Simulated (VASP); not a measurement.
**O: single point with PBE**

The system is O.

```
O
1.0
     1.60795    0.96703    3.73200
    -1.60795    0.96703    3.73200
     0.00000   -1.93406    3.73200
O
2
Cartesian
  0.0000 -0.0020 0.6085
  0.0000 0.0020 10.5875
```

| Item | Value |
| --- | --- |
| Program | VASP 6.6.1 |
| Task | single point |
| Functional | PBE |
| Potentials or basis | VASP PAW PBE potentials, release 64 (O) |
| Cutoff | 520 eV |
| k mesh | 9 × 9 × 9 |
| Occupations | fermi-dirac, width 0.05 eV |
| Spin | no spin polarisation |

```
Pressure               : -0.6 GPa
Largest force          : 1.192 eV/Å
Band gap on the k mesh : zero (band 6 reaches -1.49 eV, above the bottom of band 7 at -2.02 eV)
```

Forces on the atoms (eV/Å):
```
O    0.000 -0.003  1.192
O    0.000  0.003 -1.192
```

Stress tensor (GPa, compression positive):
```
-4.46  0.00  0.00
 0.00 -3.75  0.03
 0.00  0.03  6.53
```

Levels at points of the mesh, in eV from the Fermi level:
```tsv
k point	band 3	band 4	band 5	band 6	band 7	band 8	band 9	band 10
(0.00, 0.00, 0.00)	-7.89	-6.40	-6.34	0.23	0.28	6.58	10.51	13.33
```

Run time: 46 s on 1 thread of AMD EPYC 7R13, with other jobs on the host, peak memory 0.21 GiB.

Caveat: the standard files for N, O and F lose accuracy on very short bonds; spin is off for a triplet molecule; forces of over 1 eV/Å act on the atoms, so gaps and moduli don't describe the material at rest.
